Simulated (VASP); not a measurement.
Input of a VASP 6.6.1 run:

File INCAR:

```
SYSTEM = Ru
  ALGO = Normal
  EDIFF = 1E-6
  ENCUT = 500
  GGA = PE
  GGA_COMPAT = .FALSE.
  ISIF = 2
  ISMEAR = 0
  LASPH = .TRUE.
  LCHARG = .FALSE.
  LREAL = .FALSE.
  LWAVE = .FALSE.
  NBANDS = 21
  NELM = 120
  PREC = Accurate
  SIGMA = 0.15
```

File KPOINTS:

```
k-points
0
G
  24 24 12
  0 0 0
```

POSCAR

```
Ru
1.0
    2.7463863242      0.0000000000      0.0000000000
   -1.3731931621      2.3784403254      0.0000000000
    0.0000000000      0.0000000000      4.2819000000
Ru
2
Direct
    0.3333333333      0.6666666667      0.2500000000
    0.6666666667      0.3333333333      0.7500000000
```

Potentials or basis: VASP PAW PBE potentials, release 64 (Ru_pv).

The run is started by

```sh
$ cat potpaw_PBE.64/Ru_pv/POTCAR > POTCAR
$ mpirun -np 1 vasp_std > vasp.out
```

Estimate the pressure.

-4.6 GPa.

Estimate the band gap on the k mesh.

zero (bands 14 and 15 overlap by 3.04 eV).

Stress tensor (GPa, compression positive):
```
-6.05  0.00  0.00
 0.00 -6.05  0.00
 0.00  0.00 -1.61
```

Caveat: the cell differs from its parent crystal (strain +0.015 along x and y, +0.000 along z); the cell stands under tension.
